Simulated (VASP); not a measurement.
A run of VASP 6.6.1 is set up as follows.

The input INCAR:

```
PREC = Accurate
ENCUT = 520
EDIFF = 1E-6
ISMEAR = -1
SIGMA = 0.15
LREAL = False
LASPH = True
NELM = 60
ALGO = Normal
ISIF = 2
LWAVE = False
LCHARG = False
GGA = CA
NBANDS = 16
```

File KPOINTS:

```
regular mesh
0
Gamma
  8 8 8
```

Contents of POSCAR:

```
WC
1.0
    0.0000000000      2.1890194256      2.1890194256
    2.1890194256      0.0000000000      2.1890194256
    2.1890194256      2.1890194256      0.0000000000
W C
1 1
Direct
    0.9985400000      0.0177800000      0.9937700000
    0.4918800000      0.5087100000      0.5022500000
```

Potentials or basis: VASP PAW LDA potentials, release 64 (W_sv, C).

Run with:

```bash
$ cat potpaw_LDA.64/W_sv/POTCAR potpaw_LDA.64/C/POTCAR > POTCAR
$ mpirun -np 1 vasp_std > vasp.out
```

Q: What does it give for the pressure?

A: -11.3 GPa.

Q: What does it give for the band gap on the k mesh?

A: Zero (band 9 reaches 13.39 eV, above the bottom of band 10 at 10.29 eV).

Q: Predict the largest force.

A: 0.221 eV/Å.

Forces in eV/Å, atoms in the order of the input:
```
W   -0.008  0.025 -0.220
C    0.008 -0.025  0.220
```

Caveat: spin-orbit coupling is left out, which moves the levels of the heavy elements.
